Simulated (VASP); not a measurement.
# MgS (Fm-3m) in VASP: a series of runs, part 2 of 2

VASP 6.6.1. Earlier steps stand in the parts before.

## (4) Single point, PBE0

This run uses another cell than the first one, of 17.96 Å³/atom.

The input, POSCAR:

```
MgS
1.0
    0.0000000000      2.6188799723      2.6188799723
    2.6188799723      0.0000000000      2.6188799723
    2.6188799723      2.6188799723      0.0000000000
S Mg
1 1
Direct
    0.5000000000      0.5000000000      0.5000000000
    0.0000000000      0.0000000000      0.0000000000
```

The input, INCAR.step1:

```
PREC     = Accurate       # precision mode
ENCUT    = 520            # plane-wave cutoff, eV
EDIFF    = 1E-5           # SCF threshold, eV
ISMEAR   = -1             # smearing method
SIGMA    = 0.05           # smearing width, eV
LREAL    = False          # projectors in reciprocal space
LASPH    = True           # aspherical terms in the spheres
NELM     = 80             # most SCF steps
ALGO     = Normal         # electronic algorithm
ISIF     = 2              # what is computed and relaxed
LWAVE    = True           # write WAVECAR
LCHARG   = False          # write CHGCAR
NBANDS   = 11             # bands
GGA      = PE             # functional
```

The input, INCAR.step2:

```
PREC     = Accurate       # precision mode
ENCUT    = 520            # plane-wave cutoff, eV
EDIFF    = 1E-6           # SCF threshold, eV
ISMEAR   = -1             # smearing method
SIGMA    = 0.05           # smearing width, eV
LREAL    = False          # projectors in reciprocal space
LASPH    = True           # aspherical terms in the spheres
NELM     = 80             # most SCF steps
ALGO     = Normal         # electronic algorithm
ISIF     = 2              # what is computed and relaxed
LWAVE    = False          # write WAVECAR
LCHARG   = False          # write CHGCAR
GGA      = PE             # functional
LHFCALC  = True           # exact exchange
AEXX     = 0.25           # exact-exchange fraction
PRECFOCK = Normal       
NBANDS   = 11             # bands
ISTART   = 1
```

The input, KPOINTS:

```
Automatic mesh
0
Gamma
  4 4 4
```

Potentials or basis: VASP PAW PBE potentials, release 64 (S, Mg).

Started as:

```bash
cat potpaw_PBE.64/S/POTCAR potpaw_PBE.64/Mg/POTCAR > POTCAR
cp INCAR.step1 INCAR
mpirun -np 1 vasp_std > vasp.out
cp INCAR.step2 INCAR
mpirun -np 1 vasp_std > vasp.out
```

OUTCAR:

```text
PREC = Accurate
   ENCUT = 520
   EDIFF = 1E-6
   ISMEAR = -1
   LREAL = False
   LASPH = True
   NELM = 80
   ISIF = 2
   GGA = PE
   LHFCALC = True
   AEXX = 0.25
   PRECFOCK = Normal
   ISTART = 1

 ion  position               nearest neighbor table
   1  0.500  0.500  0.500-   2 2.62   2 2.62   2 2.62   2 2.62   2 2.62   2 2.62
   2  0.000  0.000  0.000-   1 2.62   1 2.62   1 2.62   1 2.62   1 2.62   1 2.62

[... 290 lines left out ...]
     11      20.4355      0.00000

------------------------ aborting loop because EDIFF is reached ----------------------------------------

  FORCE on cell =-STRESS in cart. coord.  units (eV):
  Direction    XX          YY          ZZ          XY          YZ          ZX
  --------------------------------------------------------------------------------------
  -------------------------------------------------------------------------------------
  Total       -0.4460474     -0.4460474     -0.4460474      0.0000000      0.0000000      0.0000000
  in kB      -19.8936669    -19.8936669    -19.8936669      0.0000000      0.0000000      0.0000000
  external PRESSURE =     -19.8936669 kB  Pullay stress =       0.0000000 kB

 VOLUME and BASIS-vectors are now :
 -----------------------------------------------------------------------------
  energy-cutoff  :      520.00
  volume of cell :       35.92
      direct lattice vectors                 reciprocal lattice vectors
     0.000000000  2.618879972  2.618879972    -0.190921312  0.190921312  0.190921312
     2.618879972  0.000000000  2.618879972     0.190921312 -0.190921312  0.190921312
     2.618879972  2.618879972  0.000000000     0.190921312  0.190921312 -0.190921312

 POSITION                                       TOTAL-FORCE (eV/Angst)
 -----------------------------------------------------------------------------------
      2.61888      2.61888      2.61888         0.000000      0.000000     -0.000000
      0.00000      0.00000      0.00000         0.000000      0.000000      0.000000
 -----------------------------------------------------------------------------------
    total drift:                               -0.000000     -0.000000     -0.000000

  FREE ENERGIE OF THE ION-ELECTRON SYSTEM (eV)
  ---------------------------------------------------
  free  energy   TOTEN  =       -10.4288907803 eV

  energy  without entropy=      -10.4288907803  energy(sigma->0) =      -10.42889078
```

OUTCAR.step1:

```text
PREC = Accurate
   ENCUT = 520
   EDIFF = 1E-5
   ISMEAR = -1
   LREAL = False
[... 314 lines left out ...]
      2.61888      2.61888      2.61888         0.000000      0.000000     -0.000000
      0.00000      0.00000      0.00000        -0.000000     -0.000000      0.000000
 -----------------------------------------------------------------------------------
    total drift:                                0.000000      0.000000      0.000000

  FREE ENERGIE OF THE ION-ELECTRON SYSTEM (eV)
  ---------------------------------------------------
  free  energy   TOTEN  =        -8.4562101419 eV

  energy  without entropy=       -8.4562101418  energy(sigma->0) =       -8.45621014
```

OSZICAR.step1:

```text
N       E                     dE             d eps       ncg     rms          rms(c)
DAV:   1     0.194210586602E+02    0.19421E+02   -0.32165E+03   192   0.560E+02
DAV:   2    -0.758966835479E+01   -0.27011E+02   -0.24182E+02   222   0.962E+01
DAV:   3    -0.888036198014E+01   -0.12907E+01   -0.12888E+01   215   0.212E+01
DAV:   4    -0.888778974206E+01   -0.74278E-02   -0.74263E-02   205   0.200E+00
DAV:   5    -0.888786345119E+01   -0.73709E-04   -0.73706E-04   220   0.196E-01    0.429E+00
DAV:   6    -0.849970842198E+01    0.38816E+00   -0.83859E-01   191   0.359E+00    0.341E+00
DAV:   7    -0.845618153776E+01    0.43527E-01   -0.23098E-01   200   0.207E+00    0.224E+00
DAV:   8    -0.845640973955E+01   -0.22820E-03   -0.14123E-02   188   0.744E-01    0.894E-01
DAV:   9    -0.845619520548E+01    0.21453E-03   -0.55821E-04   194   0.140E-01    0.381E-01
DAV:  10    -0.845621443062E+01   -0.19225E-04   -0.25896E-04   200   0.723E-02    0.484E-02
DAV:  11    -0.845621014185E+01    0.42888E-05   -0.22911E-05   194   0.213E-02
   1 F= -.84562101E+01 E0= -.84562101E+01  d E =-.499014E-10
```

Run time: 4.1 min. Hardware: 1 thread of Intel Xeon 8259CL, shared host; peak memory 0.17 GiB.

What came out:

```yaml
Free_energy: -10.4289 eV
Pressure: -2.0 GPa
Band_gap_on_the_k_mesh: 4.47 eV (least direct gap 5.40 eV)
```

Levels at points of the mesh, in eV from the valence-band top:
| k point | band 1 | band 2 | band 3 | band 4 | band 5 | band 6 | band 7 | band 8 |
| --- | --- | --- | --- | --- | --- | --- | --- | --- |
| (0.00, 0.00, 0.00) | -13.87 | 0.00 | 0.00 | 0.00 | 5.40 | 9.89 | 9.89 | 9.89 |
| (0.50, 0.00, 0.00) | -12.49 | -5.19 | -0.62 | -0.62 | 6.28 | 8.80 | 8.80 | 12.16 |
| (0.50, 0.50, 0.00) | -12.09 | -4.51 | -1.81 | -1.81 | 4.47 | 6.16 | 14.10 | 15.08 |

Caveat: the k points lie up to 0.52 Å⁻¹ apart; the PAW data sets were made with another functional, which shifts forces and pressure a little. A k mesh can miss the band edges.

## (5) Single point, PBE0

This run uses another cell than the first one, of 18.31 Å³/atom.

The input, POSCAR:

```
MgS
1.0
    0.0000000000      2.6358861629      2.6358861629
    2.6358861629      0.0000000000      2.6358861629
    2.6358861629      2.6358861629      0.0000000000
S Mg
1 1
Direct
    0.5000000000      0.5000000000      0.5000000000
    0.0000000000      0.0000000000      0.0000000000
```

The input, INCAR.step1:

```
ALGO = Normal
EDIFF = 1E-5
ENCUT = 520
GGA = PE
ISIF = 2
ISMEAR = -1
LASPH = True
LREAL = False
LWAVE = True
NBANDS = 11
NELM = 80
PREC = Accurate
SIGMA = 0.05
```

The input, INCAR.step2:

```
AEXX = 0.25
ALGO = Normal
EDIFF = 1E-6
ENCUT = 520
GGA = PE
ISIF = 2
ISMEAR = -1
ISTART = 1
LASPH = True
LCHARG = True
LELF = True
LHFCALC = True
LREAL = False
LVHAR = True
LWAVE = False
NBANDS = 11
NELM = 80
PREC = Accurate
PRECFOCK = Normal
SIGMA = 0.05
```

The input, KPOINTS:

```
k-points
0
Gamma
  4 4 4
```

Started as:

```bash
cat potpaw_PBE.64/S/POTCAR potpaw_PBE.64/Mg/POTCAR > POTCAR
cp INCAR.step1 INCAR
mpirun -np 1 vasp_std > vasp.out
cp INCAR.step2 INCAR
mpirun -np 1 vasp_std > vasp.out
```

It took 2.9 min on 1 thread of Intel Xeon 8259CL, shared host; peak memory 0.17 GiB.

Results (log left out):

* Free energy: -10.4172 eV
* Pressure: -3.4 GPa
* Band gap on the k mesh: 4.42 eV (least direct gap 5.24 eV)

Levels at points of the mesh, in eV from the valence-band top:
```tsv
k point	band 2	band 3	band 4	band 5	band 6	band 7
(0.00, 0.00, 0.00)	0.00	0.00	0.00	5.24	9.90	9.90
(0.50, 0.00, 0.00)	-5.08	-0.60	-0.60	6.25	8.77	8.77
(0.50, 0.50, 0.00)	-4.41	-1.76	-1.76	4.42	6.21	13.90
```

Caveat: the k points lie up to 0.52 Å⁻¹ apart; the PAW data sets were made with another functional, which shifts forces and pressure a little.

## (6) Overview

```tsv
cell	gap on the mesh (eV)	pressure (GPa)
a = 3.655 Å, angles 60.0°, 2 atoms	4.57	1.2
a = 3.679 Å, angles 60.0°, 2 atoms	4.52	-0.5
a = 3.704 Å, angles 60.0°, 2 atoms	4.47	-2.0
a = 3.728 Å, angles 60.0°, 2 atoms	4.42	-3.4
```

Alike in all rows: task single point; level PBE0; potentials or basis VASP PAW PBE potentials, release 64 (S, Mg); no spin polarisation; k mesh 4 × 4 × 4; cutoff (eV) 520; smearing fermi-dirac 0.05 eV.

Caveats: all runs use coarse meshes; the PAW data sets were made with another functional, which shifts forces and pressure a little.

Absolute energies hang on the potentials; compare differences alone.
